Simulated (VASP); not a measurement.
The system is O.

```
O
1.0
     4.04223    0.00000   -0.05110
     0.00000    4.02616    0.00000
    -1.06457    0.00000    2.79145
O
4
Direct
  0.33986 0.68420 0.67024
  0.66014 0.68420 0.82976
  0.66014 0.31580 0.32976
  0.33986 0.31580 0.17024
```

Base run:

| Item | Value |
| --- | --- |
| Program | VASP 6.6.1 |
| Functional | PBE |
| Potentials or basis | VASP PAW PBE potentials, release 64 (O) |
| Cutoff | 520 eV |
| k mesh | 8 × 6 × 10 |
| Occupations | fermi-dirac, width 0.02 eV |
| Spin | no spin polarisation |

Its results: band gap on the k mesh 0.91 eV, indirect (least direct gap 0.94 eV); pressure 9.5 GPa; largest force 2.027 eV/Å.

**Question.** The run is repeated on the same cell with these changes: functional from PBE to r2SCAN; occupations from fermi-dirac, width 0.02 eV to gaussian, width 0.01 eV. What comes out?

**Answer.** Band gap on the k mesh 0.99 eV, indirect (least direct gap 1.03 eV); pressure 4.8 GPa; largest force 1.452 eV/Å.

Caveats: the standard files for N, O and F lose accuracy on very short bonds; spin is off for a triplet molecule; forces of over 1 eV/Å act on the atoms, so gaps and moduli don't describe the material at rest (some runs); the PAW data sets were made with another functional, which shifts forces and pressure a little (some runs).

A k mesh can miss the band edges.
